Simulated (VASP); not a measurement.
# CdTe (F-43m) in VASP: elastic constants with LDA

Aim: the elastic constants of CdTe with LDA.

Everything below comes from runs of VASP 6.6.1. Logs are shortened: lines on timing, memory, paths and dates and some standing lists are left out, and cuts for length are marked.

### 1 The cell of the first run

It takes space group F-43m (No. 216, cubic). The conventional cell has a = 6.396 Å, b = 6.396 Å, c = 6.396 Å, α = 90.00°, β = 90.00°, γ = 90.00°. Within 3.7 Å of Cd (site symmetry -43m) lie 4 Te at 2.77 Å. Within 3.7 Å of Te (site symmetry -43m) lie 4 Cd at 2.77 Å.

### 2 Elastic constants, LDA

INCAR

```
SYSTEM = CdTe
  PREC = Accurate
  ENCUT = 600
  EDIFF = 1E-8
  ISMEAR = 0
  SIGMA = 0.01
  LREAL = .False.
  LASPH = .True.
  NELM = 80
  ALGO = Normal
  ISIF = 3
  LWAVE = .False.
  LCHARG = .True.
  GGA = CA
  NBANDS = 16
  IBRION = 6
  NFREE = 2
  POTIM = 0.015
  NSW = 1
```

KPOINTS

```
regular mesh
0
Gamma
  6 6 6
  0 0 0
```

POSCAR

```
CdTe
1.0
    0.0000000000      3.1978000000      3.1978000000
    3.1978000000      0.0000000000      3.1978000000
    3.1978000000      3.1978000000      0.0000000000
Cd Te
1 1
Direct
    0.0000000000      0.0000000000      0.0000000000
    0.2500000000      0.2500000000      0.2500000000
```

Potentials or basis: VASP PAW LDA potentials, release 64 (Cd, Te).

Run with:

```sh
> cat potpaw_LDA.64/Cd/POTCAR potpaw_LDA.64/Te/POTCAR > POTCAR
> mpirun -np 1 vasp_std > vasp.out
```

OUTCAR:

```text
SYSTEM = CdTe
   PREC = Accurate
   ENCUT = 600
   EDIFF = 1E-8
   ISMEAR = 0
   LREAL = .False.
   LASPH = .True.
   NELM = 80
   ISIF = 3
   GGA = CA
   IBRION = 6
   NFREE = 2
   POTIM = 0.015
   NSW = 1

 ion  position               nearest neighbor table
   1  0.000  0.000  0.000-   2 2.77   2 2.77   2 2.77   2 2.77
   2  0.250  0.250  0.250-   1 2.77   1 2.77   1 2.77   1 2.77

  LATTYP: Found a face centered cubic cell.
 ALAT       =     6.3956000000

  Lattice vectors:

 A1 = (   0.0000000000,   3.1978000000,   3.1978000000)
 A2 = (   3.1978000000,   0.0000000000,   3.1978000000)
 A3 = (   3.1978000000,   3.1978000000,   0.0000000000)

Analysis of symmetry for initial positions (statically):
=====================================================================
 Subroutine PRICEL returns:
 Original cell was already a primitive cell.

 Routine SETGRP: Setting up the symmetry group for a
 face centered cubic supercell.

 Subroutine GETGRP returns: Found 24 space group operations
 (whereof 24 operations were pure point group operations)
 out of a pool of 48 trial point group operations.

The static configuration has the point symmetry T_d .

Analysis of symmetry for dynamics (positions and initial velocities):
=====================================================================
 Subroutine PRICEL returns:
 Original cell was already a primitive cell.

 Routine SETGRP: Setting up the symmetry group for a
 face centered cubic supercell.

 Subroutine GETGRP returns: Found 24 space group operations
 (whereof 24 operations were pure point group operations)
 out of a pool of 48 trial point group operations.

The dynamic configuration has the point symmetry T_d .

 Subroutine INISYM returns: Found 24 space group operations
 (whereof 24 operations are pure point group operations),
 and found     1 'primitive' translations

----------------------------------------------------------------------------------------

                                     Primitive cell

  volume of cell :      65.4009

  direct lattice vectors                    reciprocal lattice vectors
     0.000000000  3.197800000  3.197800000    -0.156357496  0.156357496  0.156357496
     3.197800000  0.000000000  3.197800000     0.156357496 -0.156357496  0.156357496
     3.197800000  3.197800000  0.000000000     0.156357496  0.156357496 -0.156357496

  length of vectors
     4.522372130  4.522372130  4.522372130     0.270819127  0.270819127  0.270819127

  position of ions in fractional coordinates (direct lattice)
     0.000000000  0.000000000  0.000000000
     0.250000000  0.250000000  0.250000000

  ion indices of the primitive-cell ions
   primitive index   ion index
                 1           1
                 2           2

----------------------------------------------------------------------------------------

 KPOINTS: regular mesh

Automatic generation of k-mesh.
 Grid dimensions read from file:
 generate k-points for:    6    6    6

 Generating k-lattice:
[... 93 lines left out ...]

 number of electron      17.9999997 magnetization

 Free energy of the ion-electron system (eV)
  ---------------------------------------------------
  ext. energy  EPLUGINS =         0.00000000
  ---------------------------------------------------
  free energy    TOTEN  =        -6.04277034 eV

  energy without entropy =       -6.04277034  energy(sigma->0) =       -6.04277034

------------------------ aborting loop because EDIFF is reached ----------------------------------------

  FORCE on cell =-STRESS in cart. coord.  units (eV):
  Direction    XX          YY          ZZ          XY          YZ          ZX
  --------------------------------------------------------------------------------------
  -------------------------------------------------------------------------------------
  Total        0.2242671      0.2242671      0.2242671      0.0000000     -0.0000000      0.0000000
  in kB        5.4940446      5.4940446      5.4940446      0.0000000     -0.0000000      0.0000000
  external PRESSURE =       5.4940446 kB  Pullay stress =       0.0000000 kB
[... 89 lines left out ...]
  FREE ENERGIE OF THE ION-ELECTRON SYSTEM (eV)
  ---------------------------------------------------
  free  energy   TOTEN  =        -6.0365781640 eV

  energy  without entropy=       -6.0365781640  energy(sigma->0) =       -6.03657816

[... ionic steps 4 to 14 ...]

--------------------------------------- Ionic step       15  -------------------------------------------

 number of electron      17.9999999 magnetization

------------------------ aborting loop because EDIFF is reached ----------------------------------------
[... 67 lines left out ...]
--------------------------------------- Ionic step       17  -------------------------------------------

 number of electron      17.9999997 magnetization

 Free energy of the ion-electron system (eV)
  ---------------------------------------------------
  ext. energy  EPLUGINS =         0.00000000
  ---------------------------------------------------
  free energy    TOTEN  =        -6.04220105 eV

  energy without entropy =       -6.04220105  energy(sigma->0) =       -6.04220105

 E-fermi :   2.6446     XC(G=0):  -9.1180

 val. band max:        2.5473658185   @ k =   0.0000   0.0000   0.0000
 cond. band min:       3.2071367568   @ k =   0.0000   0.0000   0.0000
 fundamental gap:      0.6597709382
 Fermi energy:         2.6446439998

 k-point     1 :       0.0000    0.0000    0.0000
  band No.  band energies     occupation
      1      -8.9411      2.00000
      2      -5.9166      2.00000
      3      -5.9089      2.00000
      4      -5.9013      2.00000
      5      -5.6146      2.00000
      6      -5.6145      2.00000
[... 433 lines left out ...]
      3      -5.8149      2.00000
      4      -5.6323      2.00000
      5      -5.6020      2.00000
      6      -5.2100      2.00000
[... 8 lines left out ...]
     15      12.5130      0.00000
     16      12.9298      0.00000

 [... further k-points ...]

------------------------ aborting loop because EDIFF is reached ----------------------------------------

  FORCE on cell =-STRESS in cart. coord.  units (eV):
  Direction    XX          YY          ZZ          XY          YZ          ZX
  --------------------------------------------------------------------------------------
  -------------------------------------------------------------------------------------
  Total        0.2248083      0.2266512      0.2266512      0.0000000      0.1025825      0.0000000
  in kB        5.5073031      5.5524508      5.5524508      0.0000000      2.5130423      0.0000000
  external PRESSURE =       5.5374016 kB  Pullay stress =       0.0000000 kB
[... 17 lines left out ...]
  FREE ENERGIE OF THE ION-ELECTRON SYSTEM (eV)
  ---------------------------------------------------
  free  energy   TOTEN  =        -6.0422010463 eV

  energy  without entropy=       -6.0422010463  energy(sigma->0) =       -6.04220105

 INTERNAL STRAIN TENSORS FROM STRAINED CELLS
 ============================================

 INTERNAL STRAIN TENSOR FOR ION    1 for displacements in x,y,z  (eV/Angst):
          X           Y           Z          XY          YZ          ZX
  --------------------------------------------------------------------------------
  x    -0.00000    -0.00000     0.00000    -0.00000     6.82540     0.00000
  y    -0.00000     0.00000     0.00000     0.00000    -0.00000     6.82549
  z    -0.00000    -0.00000    -0.00000     6.82603     0.00000     0.00000

 INTERNAL STRAIN TENSORS FROM DISPLACED ATOMS
 ============================================

 INTERNAL STRAIN TENSOR FOR ION    1 for displacements in x,y,z  (eV/Angst):
          X           Y           Z          XY          YZ          ZX
  --------------------------------------------------------------------------------
  x    -0.00000    -0.00000    -0.00000     0.00000     6.83858     0.00000
  y    -0.00000     0.00000    -0.00000     0.00000     0.00000     6.83858
  z    -0.00000    -0.00000    -0.00000     6.83858     0.00000     0.00000

 INTERNAL STRAIN TENSOR FOR ION    2 for displacements in x,y,z  (eV/Angst):
          X           Y           Z          XY          YZ          ZX
  --------------------------------------------------------------------------------
  x     0.00000     0.00000     0.00000     0.00000    -6.83979     0.00000
  y    -0.00000     0.00000    -0.00000     0.00000     0.00000    -6.83979
  z     0.00000     0.00000     0.00000    -6.83979     0.00000     0.00000

 Eigenvectors and eigenvalues of the dynamical matrix
 ----------------------------------------------------

   1 f  =    4.546497 THz    28.566486 2PiTHz  151.654829 cm-1    18.802794 meV
             X         Y         Z           dx          dy          dz
      0.000000  0.000000  0.000000     0.000000    0.728839    0.000000
      1.598900  1.598900  1.598900     0.000000   -0.684685    0.000000
[... 21 lines left out ...]
   6 f/i=    0.001987 THz     0.012484 2PiTHz    0.066277 cm-1     0.008217 meV
             X         Y         Z           dx          dy          dz
      0.000000  0.000000  0.000000     0.000000    0.000000   -0.684685
      1.598900  1.598900  1.598900     0.000000    0.000000   -0.728839

--------------------------------------------------------------------------------------------------------

 ELASTIC MODULI CONTR FROM IONIC RELAXATION (kBar)
 Direction    XX          YY          ZZ          XY          YZ          ZX
 --------------------------------------------------------------------------------
 XX          -0.0000     -0.0000     -0.0000      0.0000      0.0000     -0.0000
 YY          -0.0000     -0.0000     -0.0000      0.0000      0.0000     -0.0000
 ZZ          -0.0000     -0.0000     -0.0000      0.0000      0.0000     -0.0000
 XY           0.0000      0.0000      0.0000   -226.6890     -0.0000     -0.0000
 YZ           0.0000      0.0000      0.0000     -0.0000   -226.6890     -0.0000
 ZX          -0.0000     -0.0000     -0.0000     -0.0000     -0.0000   -226.6890
 --------------------------------------------------------------------------------

 TOTAL ELASTIC MODULI (kBar)
 Direction    XX          YY          ZZ          XY          YZ          ZX
 --------------------------------------------------------------------------------
 XX         601.6495    422.3013    422.3013      0.0000      0.0000      0.0000
 YY         422.3013    601.6495    422.3013     -0.0000      0.0000     -0.0000
 ZZ         422.3013    422.3013    601.6495      0.0000      0.0000      0.0000
 XY           0.0000     -0.0000      0.0000    212.4675     -0.0000     -0.0000
 YZ           0.0000      0.0000      0.0000     -0.0000    212.4675     -0.0000
 ZX           0.0000     -0.0000      0.0000     -0.0000     -0.0000    212.4675
 --------------------------------------------------------------------------------
```

Wall time 5.6 min (1 thread of Intel Xeon Platinum 8488C (Sapphire Rapids), shared host); peak memory 0.28 GiB.

What came out:

```
Elastic constants C11, C12, C44                         : 60, 42, 21 GPa
Voigt bulk modulus                                      : 48 GPa
Highest phonon frequency at Γ, LO-TO splitting left out : 152 cm⁻¹
```

Phonon frequencies in cm⁻¹ (negative: imaginary):
| q point | frequencies |
| --- | --- |
| (0.000, 0.000, 0.000) | 0 0 0 152 152 152 |

Elastic tensor in Voigt notation (GPa, in the Cartesian axes of the cell as first typed):
```
60 42 42  0  0  0
42 60 42  0  0  0
42 42 60  0  0  0
 0  0  0 21  0  0
 0  0  0  0 21  0
 0  0  0  0  0 21
```

Clamped-ion elastic tensor (GPa):
```
60 42 42  0  0  0
42 60 42  0  0  0
42 42 60  0  0  0
 0  0  0 44  0  0
 0  0  0  0 44  0
 0  0  0  0  0 44
```

Caveat: spin-orbit coupling is left out, which moves the levels of the heavy elements.
